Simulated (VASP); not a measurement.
# TiO2 (P4_2/mnm) in VASP: relaxation of shape and atoms at fixed volume with r2SCAN

Aim: the relaxation of shape and atoms at fixed volume of TiO2 with r2SCAN.

Program: VASP 6.6.1. These are calculated values, not measurements. Logs are shortened: lines on timing, memory, paths and dates and some standing lists are left out, and cuts for length are marked.

### 1 The cell of the first run

It takes space group P4_2/mnm (No. 136, tetragonal). The conventional cell has a = 4.494 Å, b = 4.494 Å, c = 2.905 Å, α = 90.00°, β = 90.00°, γ = 90.00°. Ti (site symmetry mmm) has 6 O at 1.92 to 1.93 Å within 2.5 Å. Within 2.5 Å of O (site symmetry m2m) lie 3 Ti at 1.92 to 1.93 Å and 1 O at 2.50 Å.

### 2 Relaxation of shape and atoms at fixed volume, r2SCAN (9.78 Å³/atom)

POSCAR

```
TiO2
1.0
    4.4941927971      0.0000000000      0.0000000000
    0.0000000000      4.4941927971      0.0000000000
    0.0000000000      0.0000000000      2.9047341395
Ti O
2 4
Direct
    0.0000000000      0.0000000000      0.0000000000
    0.5000000000      0.5000000000      0.5000000000
    0.3035695534      0.3035695534      0.0000000000
    0.1964304466      0.8035695534      0.5000000000
    0.6964304466      0.6964304466      0.0000000000
    0.8035695534      0.1964304466      0.5000000000
```

INCAR.step1

```
PREC = Accurate ; ENCUT = 600
ISMEAR = 0 ; SIGMA = 0.02
LREAL = False ; LASPH = True
NELM = 60 ; GGA = PE
ALGO = Normal ; EDIFF = 1E-4
LWAVE = True ; LCHARG = False
```

INCAR.step2

```
PREC = Accurate ; ENCUT = 600
EDIFF = 1E-6 ; ISMEAR = 0
SIGMA = 0.02 ; LREAL = False
LASPH = True ; NELM = 60
ALGO = Normal ; ISIF = 4
LWAVE = False ; LCHARG = False
METAGGA = R2SCAN ; LMIXTAU = True
IBRION = 2 ; NSW = 50
EDIFFG = -0.01 ; ISTART = 1
```

KPOINTS

```
regular mesh
0
Gamma
  6 6 10
```

Potentials or basis: VASP PAW PBE potentials, release 64 (Ti_sv, O).

The run is started by

```sh
> cat potpaw_PBE.64/Ti_sv/POTCAR potpaw_PBE.64/O/POTCAR > POTCAR
> cp INCAR.step1 INCAR
> mpirun -np 1 vasp_std > vasp.out
> cp INCAR.step2 INCAR
> mpirun -np 1 vasp_std > vasp.out
```

OUTCAR:

```text
PREC = Accurate
   ENCUT = 600
   EDIFF = 1E-6
   ISMEAR = 0
   LREAL = False
   LASPH = True
   NELM = 60
   ISIF = 4
   METAGGA = R2SCAN
   IBRION = 2
   NSW = 50
   EDIFFG = -0.01
   ISTART = 1

 ion  position               nearest neighbor table
   1  0.000  0.000  0.000-   4 1.92   6 1.92   4 1.92   6 1.92   5 1.93   3 1.93
   2  0.500  0.500  0.500-   3 1.92   5 1.92   3 1.92   5 1.92   4 1.93   6 1.93
   3  0.304  0.304  0.000-   2 1.92   2 1.92   1 1.93
   4  0.196  0.804  0.500-   1 1.92   1 1.92   2 1.93
   5  0.696  0.696  0.000-   2 1.92   2 1.92   1 1.93
   6  0.804  0.196  0.500-   1 1.92   1 1.92   2 1.93

  LATTYP: Found a simple tetragonal cell.
 ALAT       =     4.4941927971
 C/A-ratio  =     0.6463305583

  Lattice vectors:

 A1 = (   4.4941927971,   0.0000000000,   0.0000000000)
 A2 = (   0.0000000000,   4.4941927971,   0.0000000000)
 A3 = (   0.0000000000,   0.0000000000,   2.9047341395)

Analysis of symmetry for initial positions (statically):
=====================================================================
 Subroutine PRICEL returns:
 Original cell was already a primitive cell.

 Routine SETGRP: Setting up the symmetry group for a
 simple tetragonal supercell.

 Subroutine GETGRP returns: Found 16 space group operations
 (whereof  8 operations were pure point group operations)
 out of a pool of 16 trial point group operations.

The static configuration has the point symmetry D_2h.
 The point group associated with its full space group is D_4h.

Analysis of symmetry for dynamics (positions and initial velocities):
=====================================================================
 Subroutine PRICEL returns:
 Original cell was already a primitive cell.

 Routine SETGRP: Setting up the symmetry group for a
 simple tetragonal supercell.

 Subroutine GETGRP returns: Found 16 space group operations
 (whereof  8 operations were pure point group operations)
 out of a pool of 16 trial point group operations.

The dynamic configuration has the point symmetry D_2h.
 The point group associated with its full space group is D_4h.

 Subroutine INISYM returns: Found 16 space group operations
 (whereof  8 operations are pure point group operations),
 and found     1 'primitive' translations

----------------------------------------------------------------------------------------
[... 102 lines left out ...]
   LREAL  =      F    real-space projection
   EDIFFG = -.1E-01   stopping-criterion for IOM
   NSW    =     50    number of steps for IOM
   IBRION =      2    ionic relax: 0-MD 1-quasi-New 2-CG
   NFREE  =      1    steps in history (QN), initial steepest desc. (CG)
   ISIF   =      4    stress and relaxation
   ISYM   =      2    0-nonsym 1-usesym 2-fastsym
   POTIM  = 0.5000    time-step for ionic-motion
   TEBEG  =    0.0;   TEEND  =   0.0 temperature during run
   PSTRESS=    0.0 pullay stress
   NELECT =      48.0000    total number of electrons
   NUPDOWN=      -1.0000    fix difference up-down
   EMIN   =  10.00;   EMAX   =-10.00  energy-range for DOS
   EFERMI =   0.00;   METHOD = LEGACY
   ISMEAR =     0;   SIGMA  =   0.02  broadening in eV -4-tet -1-fermi 0-gaus
   EFERMI_NEDOS =   21; number of points for ismear=-14 and -15
   IALGO  =     38    algorithm
   IMIX   =      4    mixing-type and parameters
     AMIX     =   0.40;   BMIX     =  1.00
     AMIX_MAG =   1.60;   BMIX_MAG =  1.00
  volume/ion in A,a.u.               =       9.78        65.99
  Fermi-wavevector in a.u.,A,eV,Ry     =   1.531153  2.893460 31.897908  2.344430
  Thomas-Fermi vector in A             =   2.638537
   LORBIT       =      0    0 simple, 1 ext, 2 COOP (PROOUT), +10 PAW based schemes
   METAGGA = R2SCAN    functional components
   LHFCALC =     F    Hartree Fock is set to
   AEXX    =    0.0000 exact exchange contribution
   IVDW    =     0    specifies the selected vdW correction
   LEPSILON=     F    determine dielectric tensor
   LRPA    =     F    only Hartree local field effects (RPA)
 conjugate gradient relaxation of ions
 non-spin polarized calculation
 Gauss-broadening in eV      SIGMA  =   0.02
  energy-cutoff  :      600.00
  volume of cell :       58.67
 maximum number of plane-waves:      1984
 NGX is ok and might be reduce to    36
   NGX = 17   NGY = 17   NGZ = 11

--------------------------------------- Ionic step        1  -------------------------------------------

 number of electron      47.9999988 magnetization

 Free energy of the ion-electron system (eV)
  ---------------------------------------------------
  ext. energy  EPLUGINS =         0.00000000
  ---------------------------------------------------
  free energy    TOTEN  =       -69.58428591 eV

  energy without entropy =      -69.58428591  energy(sigma->0) =      -69.58428591

------------------------ aborting loop because EDIFF is reached ----------------------------------------

  FORCE on cell =-STRESS in cart. coord.  units (eV):
  Direction    XX          YY          ZZ          XY          YZ          ZX
  --------------------------------------------------------------------------------------
  -------------------------------------------------------------------------------------
  Total        6.3562552      6.3562552      7.4462046     -0.0000000      0.0000000      0.0000000
  in kB      173.5809740    173.5809740    203.3460583     -0.0000000      0.0000000      0.0000000
  external PRESSURE =     183.5026688 kB  Pullay stress =       0.0000000 kB
[... 107 lines left out ...]
--------------------------------------- Ionic step        4  -------------------------------------------

 number of electron      47.9999983 magnetization

 Free energy of the ion-electron system (eV)
  ---------------------------------------------------
  ext. energy  EPLUGINS =         0.00000000
  ---------------------------------------------------
  free energy    TOTEN  =       -69.58884563 eV

  energy without entropy =      -69.58884563  energy(sigma->0) =      -69.58884563

 E-fermi :   5.4264     XC(G=0): -12.5240

 val. band max:        5.2701328141   @ k =   0.0000   0.0000   0.0000
 cond. band min:       7.5821949850   @ k =   0.0000   0.0000   0.0000
 fundamental gap:      2.3120621710
 Fermi energy:         5.4264361143

 k-point     1 :       0.0000    0.0000    0.0000
  band No.  band energies     occupation
      1     -53.7156      2.00000
      2     -53.6899      2.00000
      3     -29.0580      2.00000
      4     -29.0580      2.00000
      5     -28.8280      2.00000
      6     -28.8280      2.00000
[... 733 lines left out ...]
     27       8.9615      0.00000
     28       8.9615      0.00000

 [... further k-points ...]
[... 5 lines left out ...]
  --------------------------------------------------------------------------------------
  -------------------------------------------------------------------------------------
  Total        6.4907338      6.4907338      6.5064491      0.0000000      0.0000000      0.0000000
  in kB      177.2534062    177.2534062    177.6825716      0.0000000      0.0000000      0.0000000
  external PRESSURE =     177.3964614 kB  Pullay stress =       0.0000000 kB
[... 21 lines left out ...]
  FREE ENERGIE OF THE ION-ELECTRON SYSTEM (eV)
  ---------------------------------------------------
  free  energy   TOTEN  =       -69.5888456299 eV

  energy  without entropy=      -69.5888456299  energy(sigma->0) =      -69.58884563

 reached required accuracy - stopping structural energy minimisation
```

OUTCAR.step1:

```text
PREC = Accurate
   ENCUT = 600
   ISMEAR = 0
   LREAL = False
   LASPH = True
[... 983 lines left out ...]
      1.36430      1.36430      0.00000        -0.146234     -0.146234     -0.000000
      0.88280      3.61140      1.45237         0.146234     -0.146234     -0.000000
      3.12989      3.12989      0.00000         0.146234      0.146234      0.000000
      3.61140      0.88280      1.45237        -0.146234      0.146234      0.000000
 -----------------------------------------------------------------------------------
    total drift:                               -0.000000      0.000000     -0.000000

  FREE ENERGIE OF THE ION-ELECTRON SYSTEM (eV)
  ---------------------------------------------------
  free  energy   TOTEN  =       -53.3285006296 eV

  energy  without entropy=      -53.3285006296  energy(sigma->0) =      -53.32850063
```

OSZICAR.step1:

```text
N       E                     dE             d eps       ncg     rms          rms(c)
DAV:   1     0.729249604588E+03    0.72925E+03   -0.27333E+04  3360   0.227E+03
DAV:   2     0.659707915802E+02   -0.66328E+03   -0.64153E+03  3528   0.626E+02
DAV:   3    -0.641655850387E+02   -0.13014E+03   -0.12547E+03  5296   0.231E+02
DAV:   4    -0.700483301424E+02   -0.58827E+01   -0.58750E+01  4480   0.535E+01
DAV:   5    -0.702835534365E+02   -0.23522E+00   -0.23516E+00  4820   0.913E+00    0.338E+01
DAV:   6    -0.534882598079E+02    0.16795E+02   -0.11147E+02  4080   0.107E+02    0.116E+01
DAV:   7    -0.533526643549E+02    0.13560E+00   -0.13809E+01  4360   0.306E+01    0.839E+00
DAV:   8    -0.535105134149E+02   -0.15785E+00   -0.35894E+00  4140   0.184E+01    0.422E+00
DAV:   9    -0.533252416753E+02    0.18527E+00   -0.18321E+00  4272   0.126E+01    0.123E+00
DAV:  10    -0.533284328326E+02   -0.31912E-02   -0.12031E-01  4196   0.281E+00    0.254E-01
DAV:  11    -0.533284512071E+02   -0.18375E-04   -0.97379E-03  4356   0.762E-01    0.613E-02
DAV:  12    -0.533285006296E+02   -0.49422E-04   -0.64140E-04  3928   0.246E-01
   1 F= -.53328501E+02 E0= -.53328501E+02  d E =-.207070E-45
```

Run time: 5.6 min. Hardware: 1 thread of Intel Xeon 6975P-C (Granite Rapids), shared host; peak memory 0.25 GiB.

What came out:

```
Free energy               : -69.5888 eV
Energy gained by relaxing : 0.8 meV/atom
Ionic steps               : 4
Pressure after relaxing   : 17.7 GPa
Band gap on the k mesh    : 2.31 eV
```

Step by step:
| step | energy change (eV) | largest force (eV/Å) | pressure (GPa) | volume (Å³) |
| --- | --- | --- | --- | --- |
| 1 | 0.0000 | 0.1686 | 18.35 | 58.67 |
| 2 | -0.0040 | 0.0848 | 17.57 | 58.67 |
| 3 | -0.0045 | 0.0230 | 17.74 | 58.67 |
| 4 | -0.0046 | 0.0007 | 17.74 | 58.67 |

Final structure:
```xyz
6
Lattice="4.4826 0.0000 0.0000 0.0000 4.4826 0.0000 0.0000 0.0000 2.9198" Properties=species:S:1:pos:R:3 pbc="T T T"
Ti    0.0000    0.0000    0.0000
Ti    2.2413    2.2413    1.4599
O     1.3571    1.3571    0.0000
O     0.8842    3.5984    1.4599
O     3.1255    3.1255    2.9198
O     3.5984    0.8842    1.4599
```

Levels at points of the mesh, in eV from the valence-band top:
| k point | band 20 | band 21 | band 22 | band 23 | band 24 | band 25 | band 26 | band 27 | band 28 |
| --- | --- | --- | --- | --- | --- | --- | --- | --- | --- |
| (0.00, 0.00, 0.00) | -2.27 | -0.83 | -0.53 | -0.53 | 0.00 | 2.31 | 2.65 | 2.87 | 3.01 |
| (0.50, 0.00, 0.00) | -3.37 | -1.90 | -1.90 | -0.85 | -0.85 | 3.07 | 3.07 | 3.66 | 3.66 |
| (0.50, 0.50, 0.00) | -2.42 | -1.51 | -1.51 | -1.19 | -1.19 | 2.36 | 2.36 | 3.04 | 3.04 |
| (0.00, 0.00, 0.50) | -2.96 | -2.76 | -2.76 | -1.54 | -1.54 | 3.61 | 3.61 | 3.76 | 3.76 |
| (0.50, 0.00, 0.50) | -2.59 | -2.21 | -2.21 | -1.22 | -1.22 | 2.40 | 2.40 | 3.79 | 3.79 |
| (0.50, 0.50, 0.50) | -2.93 | -1.51 | -1.51 | -0.72 | -0.72 | 3.16 | 3.16 | 3.79 | 3.79 |

Caveat: the PAW data sets were made with another functional, which shifts forces and pressure a little.
